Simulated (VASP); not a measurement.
Set up this calculation in VASP 6.6.1, as the native input.

- Task: G0W0 quasiparticle levels
- Functional: PBE
- Potentials or basis: VASP PAW PBE potentials, release 64 (Ti_sv_GW, O_GW)
- Cutoff: 500 eV
- k mesh: 6 × 6 × 6
- Occupations: gaussian, width 0.01 eV
- Spin: no spin polarisation
- Dipole correction: no
- GW scheme: G0W0
- GW iterations: 1
- Cutoff of the response function: 100
- Frequency points: 96
- Empty bands: 62
- Further INCAR settings: ALGO = EVGW0; EDIFF = 1e-08; NBANDS = 74

TiO2:

```
Ti O
1.0
     0.00000    2.39683    2.39683
     2.39683    0.00000    2.39683
     2.39683    2.39683    0.00000
Ti O
1 2
Direct
  0.00000 0.00000 0.00000
  0.25000 0.25000 0.25000
  0.75000 0.75000 0.75000
```

The input as run:

POSCAR

```
TiO2
1.0
    0.0000000000      2.3968272541      2.3968272541
    2.3968272541      0.0000000000      2.3968272541
    2.3968272541      2.3968272541      0.0000000000
Ti O
1 2
Direct
    0.0000000000      0.0000000000      0.0000000000
    0.2500000000      0.2500000000      0.2500000000
    0.7500000000      0.7500000000      0.7500000000
```

INCAR.step1

```
  PREC = Accurate
  ENCUT = 500
  EDIFF = 1E-8
  ISMEAR = 0
  SIGMA = 0.01
  LREAL = False
  LASPH = True
  NELM = 80
  ALGO = Normal
  LWAVE = True
  LCHARG = False
  GGA = PE
```

INCAR.step2

```
  PREC = Accurate
  ENCUT = 500
  EDIFF = 1E-8
  ISMEAR = 0
  SIGMA = 0.01
  LREAL = False
  LASPH = True
  NELM = 1
  ALGO = Exact
  LWAVE = True
  LCHARG = False
  GGA = PE
  NBANDS = 74
  LOPTICS = True
  ISTART = 1
```

INCAR.step3

```
  PREC = Accurate
  ENCUT = 500
  EDIFF = 1E-8
  ISMEAR = 0
  SIGMA = 0.01
  LREAL = False
  LASPH = True
  ALGO = EVGW0
  LWAVE = False
  LCHARG = False
  GGA = PE
  NELMGW = 1
  NBANDS = 74
  ENCUTGW = 100.0
  NOMEGA = 96
  PRECFOCK = Fast
  ISTART = 1
  NBANDSGW = 20
  OMEGAMAX = 20
```

KPOINTS

```
regular mesh
0
Gamma
  6 6 6
```

Potentials or basis: VASP PAW PBE potentials, release 64 (Ti_sv_GW, O_GW).

The run is started by

```console
$ cat potpaw_PBE.64/Ti_sv_GW/POTCAR potpaw_PBE.64/O_GW/POTCAR > POTCAR
$ cp INCAR.step1 INCAR
$ mpirun -np 1 vasp_std > vasp.out
$ cp INCAR.step2 INCAR
$ mpirun -np 1 vasp_std > vasp.out
$ cp INCAR.step3 INCAR
$ mpirun -np 1 vasp_std > vasp.out
```

Results of the run:

| Quantity | Value |
| --- | --- |
| Quasiparticle gap | 2.26 eV |
| Least direct quasiparticle gap | 2.96 eV |
| Band gap of the starting levels on the mesh | 1.14 eV |
| Least direct gap of the starting levels on the mesh | 1.86 eV |

Caveat: the k points lie up to 0.38 Å⁻¹ apart; bands, screening cutoff and mesh are small and nothing is extrapolated, so the quasiparticle values aren't converged; the structure was generated, so it needn't be the stable form of TiO2.

Run time: 8.4 min on 1 thread of Intel(R) Xeon(R) Platinum 8488C (Sapphire Rapids), on a shared host, peak memory 0.48 GiB.
